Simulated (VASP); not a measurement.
# La (P6_3/mmc) in VASP: a series of runs

La is run at these levels: PBEsol; tasks: single point.

All numbers are computed with VASP 6.6.1; they aren't measurements. Logs are shortened: lines on timing, memory, paths and dates and some standing lists are left out, and cuts for length are marked.

## 1. The cell of the first run

Symmetry: P6_3/mmc, No. 194, hexagonal system. The conventional cell has a = 3.625 Å, b = 3.625 Å, c = 11.992 Å, α = 90.00°, β = 90.00°, γ = 120.00°. La (site symmetry -3m) has 12 La at 3.62 to 3.66 Å within 4.8 Å. La (site symmetry -6m2) has 12 La at 3.62 to 3.66 Å within 4.8 Å.

## 2. Single point, PBEsol

INCAR

```
SYSTEM = La
PREC = Accurate ; ENCUT = 520
EDIFF = 1E-6 ; ISMEAR = 0
SIGMA = 0.15 ; LREAL = .False.
LASPH = .True. ; NELM = 80
ALGO = Fast ; ISIF = 2
LWAVE = .False. ; LCHARG = .False.
GGA = PS ; NBANDS = 30
```

KPOINTS

```
regular mesh
0
Gamma
  12 12 4
  0 0 0
```

POSCAR

```
La
1.0
    3.6247000000      0.0000000000      0.0000000000
   -1.8123500000      3.1390822811      0.0000000000
    0.0000000000      0.0000000000     11.9919000000
La
4
Direct
    0.0000000000      0.0000000000      0.0000000000
    0.0000000000      0.0000000000      0.5000000000
    0.3333333333      0.6666666667      0.2500000000
    0.6666666667      0.3333333333      0.7500000000
```

Potentials or basis: VASP PAW PBE potentials, release 64 (La).

The run is started by

```console
cat potpaw_PBE.64/La/POTCAR > POTCAR
mpirun -np 1 vasp_std > vasp.out
```

OUTCAR:

```text
SYSTEM = La
   PREC = Accurate
   ENCUT = 520
   EDIFF = 1E-6
   ISMEAR = 0
   LREAL = .False.
   LASPH = .True.
   NELM = 80
   ISIF = 2
   GGA = PS

 ion  position               nearest neighbor table
   1  0.000  0.000  0.000-   3 3.66   4 3.66   4 3.66   3 3.66   4 3.66   3 3.66
   2  0.000  0.000  0.500-   3 3.66   4 3.66   4 3.66   3 3.66   4 3.66   3 3.66
   3  0.333  0.667  0.250-   1 3.66   2 3.66   1 3.66   2 3.66   1 3.66   2 3.66
   4  0.667  0.333  0.750-   1 3.66   2 3.66   1 3.66   2 3.66   1 3.66   2 3.66

  LATTYP: Found a hexagonal cell.
 ALAT       =     3.6247000000
 C/A-ratio  =     3.3083841421

  Lattice vectors:

 A1 = (   3.6247000000,   0.0000000000,   0.0000000000)
 A2 = (  -1.8123500000,   3.1390822811,   0.0000000000)
 A3 = (   0.0000000000,   0.0000000000,  11.9919000000)

Analysis of symmetry for initial positions (statically):
=====================================================================
 Subroutine PRICEL returns:
 Original cell was already a primitive cell.

 Routine SETGRP: Setting up the symmetry group for a
 hexagonal supercell.

 Subroutine GETGRP returns: Found 24 space group operations
 (whereof 12 operations were pure point group operations)
 out of a pool of 24 trial point group operations.

The static configuration has the point symmetry D_3d.
 The point group associated with its full space group is D_6h.

Analysis of symmetry for dynamics (positions and initial velocities):
=====================================================================
 Subroutine PRICEL returns:
 Original cell was already a primitive cell.

 Routine SETGRP: Setting up the symmetry group for a
 hexagonal supercell.

 Subroutine GETGRP returns: Found 24 space group operations
 (whereof 12 operations were pure point group operations)
 out of a pool of 24 trial point group operations.

The dynamic configuration has the point symmetry D_3d.
 The point group associated with its full space group is D_6h.

 Subroutine INISYM returns: Found 24 space group operations
 (whereof 12 operations are pure point group operations),
 and found     1 'primitive' translations

----------------------------------------------------------------------------------------

                                     Primitive cell

  volume of cell :     136.4466

  direct lattice vectors                    reciprocal lattice vectors
     3.624700000  0.000000000  0.000000000     0.275884901  0.159282222  0.000000000
    -1.812350000  3.139082281  0.000000000     0.000000000  0.318564444  0.000000000
     0.000000000  0.000000000 11.991900000     0.000000000  0.000000000  0.083389621

  length of vectors
     3.624700000  3.624700000 11.991900000     0.318564444  0.318564444  0.083389621

  position of ions in fractional coordinates (direct lattice)
     0.000000000  0.000000000  0.000000000
     0.000000000  0.000000000  0.500000000
     0.333333333  0.666666667  0.250000000
     0.666666667  0.333333333  0.750000000

  ion indices of the primitive-cell ions
   primitive index   ion index
                 1           1
                 2           2
                 3           3
                 4           4

----------------------------------------------------------------------------------------

 KPOINTS: regular mesh

Automatic generation of k-mesh.
 Grid dimensions read from file:
 generate k-points for:   12   12    4

 Generating k-lattice:

  Cartesian coordinates                     Fractional coordinates (reciprocal lattice)
     0.022990408  0.013273518  0.000000000     0.083333333  0.000000000  0.000000000
     0.000000000  0.026547037  0.000000000     0.000000000  0.083333333  0.000000000
     0.000000000  0.000000000  0.020847405     0.000000000  0.000000000  0.250000000

  Length of vectors
     0.026547037  0.026547037  0.020847405

  Shift w.r.t. Gamma in fractional coordinates (k-lattice)
     0.000000000  0.000000000  0.000000000

 Subroutine IBZKPT returns following result:
 ===========================================

 Found     57 irreducible k-points:

 Following reciprocal coordinates:
            Coordinates               Weight
  0.000000  0.000000  0.000000      1.000000
  0.083333  0.000000  0.000000      6.000000
  0.166667  0.000000  0.000000      6.000000
  0.250000  0.000000  0.000000      6.000000
  0.333333  0.000000  0.000000      6.000000
  0.416667 -0.000000  0.000000      6.000000
[... 16 lines left out ...]
  0.250000  0.000000  0.250000     12.000000
  0.333333  0.000000  0.250000     12.000000
 [... further k-points ...]
   k-points           NKPTS =     57   k-points in BZ     NKDIM =     57   number of bands    NBANDS=     30
   number of dos      NEDOS =    301   number of ions     NIONS =      4
   total plane-waves  NPLWV =  70560
   dimension x,y,z NGX =    28 NGY =   28 NGZ =   90
   dimension x,y,z NGXF=    56 NGYF=   56 NGZF=  180
   ions per type =               4
   NGX,Y,Z   is equivalent  to a cutoff of  12.84, 12.84, 12.48 a.u.
   NGXF,Y,Z  is equivalent  to a cutoff of  25.68, 25.68, 24.95 a.u.
 SYSTEM =  La
   PREC   = accura    normal or accurate (medium, high low for compatibility)
   ISTART =      0    job   : 0-new  1-cont  2-samecut
   ICHARG =      2    charge: 1-file 2-atom 10-const
   ISPIN  =      1    spin polarized calculation?
   LNONCOLLINEAR =      F non collinear calculations
   LSORBIT =      F    spin-orbit coupling
   LASPH  =      T    aspherical Exc in radial PAW
   ENCUT  =  520.0 eV  38.22 Ry    6.18 a.u.   6.74  6.74 22.30*2*pi/ulx,y,z
   NELM   =     80;   NELMIN=  2; NELMDL= -5     # of ELM steps
   EDIFF  = 0.1E-05   stopping-criterion for ELM
   LREAL  =      F    real-space projection
   EDIFFG = 0.1E-04   stopping-criterion for IOM
   NSW    =      0    number of steps for IOM
   IBRION =     -1    ionic relax: 0-MD 1-quasi-New 2-CG
   NFREE  =      0    steps in history (QN), initial steepest desc. (CG)
   ISIF   =      2    stress and relaxation
   ISYM   =      2    0-nonsym 1-usesym 2-fastsym
   POTIM  = 0.5000    time-step for ionic-motion
   TEBEG  =    0.0;   TEEND  =   0.0 temperature during run
   PSTRESS=    0.0 pullay stress
   NELECT =      44.0000    total number of electrons
   NUPDOWN=      -1.0000    fix difference up-down
   EMIN   =  10.00;   EMAX   =-10.00  energy-range for DOS
   EFERMI =   0.00;   METHOD = LEGACY
   ISMEAR =     0;   SIGMA  =   0.15  broadening in eV -4-tet -1-fermi 0-gaus
   EFERMI_NEDOS =   21; number of points for ismear=-14 and -15
   IALGO  =     68    algorithm
   IMIX   =      4    mixing-type and parameters
     AMIX     =   0.40;   BMIX     =  1.00
     AMIX_MAG =   1.60;   BMIX_MAG =  1.00
  volume/ion in A,a.u.               =      34.11       230.20
  Fermi-wavevector in a.u.,A,eV,Ry     =   1.122634  2.121470 17.147515  1.260307
  Thomas-Fermi vector in A             =   2.259295
   LORBIT       =      0    0 simple, 1 ext, 2 COOP (PROOUT), +10 PAW based schemes
   GGA     = PS    functional components
   LHFCALC =     F    Hartree Fock is set to
   AEXX    =    0.0000 exact exchange contribution
   IVDW    =     0    specifies the selected vdW correction
   LEPSILON=     F    determine dielectric tensor
   LRPA    =     F    only Hartree local field effects (RPA)
 non-spin polarized calculation
 RMM-DIIS sequential band-by-band and
 Gauss-broadening in eV      SIGMA  =   0.15
  energy-cutoff  :      520.00
  volume of cell :      136.45
 maximum number of plane-waves:      3704
 NGX is ok and might be reduce to    28
   NGX = 13   NGY = 13   NGZ = 45

 number of electron      43.9999996 magnetization

 Free energy of the ion-electron system (eV)
  ---------------------------------------------------
  ext. energy  EPLUGINS =         0.00000000
  ---------------------------------------------------
  free energy    TOTEN  =       -21.40795605 eV

  energy without entropy =      -21.33882309  energy(sigma->0) =      -21.37338957

 E-fermi :   8.5895     XC(G=0): -10.0367

 val. band max:        8.5757490363   @ k =   0.1667   0.0000   0.2500
 cond. band min:       8.5937194875   @ k =   0.2500   0.0833   0.2500
 fundamental gap:      0.0179704512
 Fermi energy:         8.5894798788

 k-point     1 :       0.0000    0.0000    0.0000
  band No.  band energies     occupation
      1     -24.1741      2.00000
      2     -24.0504      2.00000
      3     -24.0411      2.00000
      4     -23.9119      2.00000
      5      -8.6835      2.00000
      6      -7.8802      2.00000
[... 22 lines left out ...]
     29      10.4141      0.00000
     30      10.5660      0.00000

 k-point     2 :       0.0833    0.0000    0.0000
  band No.  band energies     occupation
      1     -24.1580      2.00000
      2     -24.0378      2.00000
      3     -24.0285      2.00000
      4     -23.9032      2.00000
      5      -8.6466      2.00000
      6      -7.8857      2.00000
[... 22 lines left out ...]
     29      10.4591      0.00000
     30      10.5346      0.00000

 k-point     3 :       0.1667    0.0000    0.0000
  band No.  band energies     occupation
      1     -24.1128      2.00000
      2     -24.0032      2.00000
      3     -23.9938      2.00000
      4     -23.8799      2.00000
      5      -8.5408      2.00000
      6      -7.9294      2.00000
[... 22 lines left out ...]
     29      10.3650      0.00000
     30      10.3711      0.00000

 k-point     4 :       0.2500    0.0000    0.0000
  band No.  band energies     occupation
      1     -24.0480      2.00000
      2     -23.9551      2.00000
      3     -23.9457      2.00000
      4     -23.8499      2.00000
      5      -8.3858      2.00000
      6      -8.1067      2.00000
[... 616 lines left out ...]
     29      10.2547      0.00000
     30      10.3507      0.00000

 k-point    23 :       0.2500    0.0000    0.2500
  band No.  band energies     occupation
      1     -24.0407      2.00000
      2     -23.9883      2.00000
      3     -23.9120      2.00000
      4     -23.8576      2.00000
      5      -8.3646      2.00000
      6      -8.2063      2.00000
[... 22 lines left out ...]
     29      10.2612      0.00000
     30      10.4736      0.00000

 k-point    24 :       0.3333    0.0000    0.2500
  band No.  band energies     occupation
      1     -23.9720      2.00000
      2     -23.9312      2.00000
      3     -23.8717      2.00000
      4     -23.8298      2.00000
      5      -8.4003      2.00000
      6      -8.3030      2.00000
[... 22 lines left out ...]
     29      10.3435      0.00000
     30      10.5884      0.00000

 [... further k-points ...]

------------------------ aborting loop because EDIFF is reached ----------------------------------------

  FORCE on cell =-STRESS in cart. coord.  units (eV):
  Direction    XX          YY          ZZ          XY          YZ          ZX
  --------------------------------------------------------------------------------------
  -------------------------------------------------------------------------------------
  Total        0.4860064      0.4860064     -0.9138835      0.0000000     -0.0000000      0.0000000
  in kB        5.7067626      5.7067626    -10.7309620      0.0000000     -0.0000000      0.0000000
  external PRESSURE =       0.2275211 kB  Pullay stress =       0.0000000 kB

 VOLUME and BASIS-vectors are now :
 -----------------------------------------------------------------------------
  energy-cutoff  :      520.00
  volume of cell :      136.45
      direct lattice vectors                 reciprocal lattice vectors
     3.624700000  0.000000000  0.000000000     0.275884901  0.159282222  0.000000000
    -1.812350000  3.139082281  0.000000000     0.000000000  0.318564444  0.000000000
     0.000000000  0.000000000 11.991900000     0.000000000  0.000000000  0.083389621

 POSITION                                       TOTAL-FORCE (eV/Angst)
 -----------------------------------------------------------------------------------
      0.00000      0.00000      0.00000        -0.000000      0.000000      0.000000
      0.00000      0.00000      5.99595        -0.000000      0.000000      0.000000
     -0.00000      2.09272      2.99797         0.000000     -0.000000     -0.000000
      1.81235      1.04636      8.99392        -0.000000      0.000000     -0.000000
 -----------------------------------------------------------------------------------
    total drift:                                0.000000     -0.000000      0.000000

  FREE ENERGIE OF THE ION-ELECTRON SYSTEM (eV)
  ---------------------------------------------------
  free  energy   TOTEN  =       -21.4079560488 eV

  energy  without entropy=      -21.3388230891  energy(sigma->0) =      -21.37338957
```

It took 16 min on 1 thread of AMD EPYC 9R45 (Zen 5), shared host; peak memory 0.35 GiB.

What came out:

* Free energy: -21.4080 eV
* Pressure: 0.0 GPa
* Band gap on the k mesh: zero (bands 22 and 23 overlap by 1.30 eV)

Caveat: the PAW data sets were made with another functional, which shifts forces and pressure a little; spin-orbit coupling is left out, which moves the levels of the heavy elements.

## 3. Single point, PBEsol

This run uses another cell than the first one, of 34.21 Å³/atom.

INCAR

```
SYSTEM = La
ALGO = Fast
EDIFF = 1E-6
ENCUT = 520
GGA = PS
ISIF = 2
ISMEAR = 0
LASPH = .TRUE.
LCHARG = .TRUE.
LELF = .TRUE.
LREAL = .FALSE.
LVHAR = .TRUE.
LWAVE = .FALSE.
NBANDS = 30
NELM = 60
PREC = Accurate
SIGMA = 0.15
```

KPOINTS

```
k-points
0
G
  12 12 4
  0 0 0
```

POSCAR

```
La
1.0
    3.5880000000      0.0000000000      0.0000000000
   -1.7940000000      3.1072991488      0.0000000000
    0.0000000000      0.0000000000     12.2730000000
La
4
Direct
    0.0000000000      0.0000000000      0.0000000000
    0.0000000000      0.0000000000      0.5000000000
    0.3333333333      0.6666666667      0.2500000000
    0.6666666667      0.3333333333      0.7500000000
```

Potentials or basis: VASP PAW PBE potentials, release 64 (La).

The run is started by

```console
cat potpaw_PBE.64/La/POTCAR > POTCAR
mpirun -np 1 vasp_std > vasp.out
```

Wall time 13 min (1 thread of AMD EPYC 9R45 (Zen 5), shared host); peak memory 0.36 GiB.

The run converged. Its results:

| Item | Value |
| --- | --- |
| Free energy | -21.3603 eV |
| Pressure | 0.1 GPa |
| Band gap on the k mesh | zero (bands 22 and 23 overlap by 1.24 eV) |

Stress tensor (GPa, compression positive):
```
 1.19  0.00  0.00
 0.00  1.19  0.00
 0.00  0.00 -2.15
```

Levels at points of the mesh, in eV from the Fermi level:
| k point | band 18 | band 19 | band 20 | band 21 | band 22 | band 23 | band 24 | band 25 | band 26 | band 27 |
| --- | --- | --- | --- | --- | --- | --- | --- | --- | --- | --- |
| (0.00, 0.00, 0.00) | -1.89 | -1.88 | -1.81 | 0.48 | 0.57 | 0.98 | 1.38 | 1.44 | 1.45 | 1.53 |
| (0.50, 0.00, 0.00) | -2.01 | -1.72 | -1.30 | -0.95 | -0.46 | -0.41 | 0.29 | 1.10 | 1.55 | 1.66 |
| (0.00, 0.00, 0.50) | -2.72 | -1.75 | -1.75 | 0.59 | 0.59 | 1.33 | 1.33 | 1.51 | 1.58 | 1.62 |
| (0.50, 0.00, 0.50) | -1.85 | -1.55 | -1.55 | -1.30 | -1.30 | 0.37 | 0.37 | 1.37 | 1.37 | 1.78 |

Caveat: the PAW data sets were made with another functional, which shifts forces and pressure a little; spin-orbit coupling is left out, which moves the levels of the heavy elements.

(Continued in part 2 of 2.)

The gap in the log of VASP goes by the Fermi energy; the results here count the filled bands.